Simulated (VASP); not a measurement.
The system is Ru.

```
Ru
1.0
     2.70580    0.00000    0.00000
    -1.35290    2.34329    0.00000
     0.00000    0.00000    4.28190
Ru
2
Direct
  0.33333 0.66667 0.25000
  0.66667 0.33333 0.75000
```

Base run:

```yaml
Program: VASP 6.6.1
Functional: PBE
Potentials_or_basis: VASP PAW PBE potentials, release 64 (Ru_pv)
Cutoff: 400 eV
k_mesh: 20 × 20 × 11
Occupations: fermi-dirac, width 0.05 eV
Spin: no spin polarisation
```

Its results: band gap on the k mesh zero (band 14 reaches 14.46 eV, above the bottom of band 15 at 11.22 eV); pressure 3.5 GPa.

Question: After a change of settings the same cell gave: band gap on the k mesh zero (band 14 reaches 14.33 eV, above the bottom of band 15 at 11.08 eV); pressure -7.2 GPa. Which change was it?
A. occupations from fermi-dirac, width 0.05 eV to gaussian, width 0.025 eV
B. functional from PBE to PBEsol
C. cutoff from 400 eV to 520 eV; further incar settings from ALGO = Normal; EDIFF = 1e-08; NBANDS = 21 to ALGO = Normal; EDIFF = 1e-07; NBANDS = 21
D. functional from PBE to LDA; potentials or basis from VASP PAW PBE potentials, release 64 (Ru_pv) to VASP PAW LDA potentials, release 64 (Ru_pv)

Answer: B.

PBEsol binds more tightly than PBE, so the same cell stands under less pressure.

Caveats: the PAW data sets were made with another functional, which shifts forces and pressure a little (some runs).
